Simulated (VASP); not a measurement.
Here is a VASP 6.6.1 calculation.

File INCAR:

```
PREC = Accurate ; ENCUT = 520
EDIFF = 1E-7 ; ISMEAR = -1
SIGMA = 0.1 ; LREAL = F
LASPH = T ; NELM = 60
ALGO = Normal ; ISIF = 2
LWAVE = F ; LCHARG = F
GGA = RE ; NBANDS = 10
```

KPOINTS

```
Automatic mesh
0
Gamma
  10 10 10
```

POSCAR

```
Al
1.0
    0.0000000000      3.1596611469      3.1596611469
    3.1596611469      0.0000000000      3.1596611469
    3.1596611469      3.1596611469      0.0000000000
Al
2
Direct
    0.1250000000      0.1250000000      0.1250000000
    0.8750000000      0.8750000000      0.8750000000
```

Potentials or basis: VASP PAW PBE potentials, release 64 (Al).

Run with:

```console
$ cat potpaw_PBE.64/Al/POTCAR > POTCAR
$ mpirun -np 1 vasp_std > vasp.out
```

**Question.** Predict the pressure.

**Answer.** -3.2 GPa.

**Question.** Estimate the band gap on the k mesh.

**Answer.** Zero (band 3 reaches 3.93 eV, above the bottom of band 4 at 0.98 eV).

Caveat: the PAW data sets were made with another functional, which shifts forces and pressure a little.
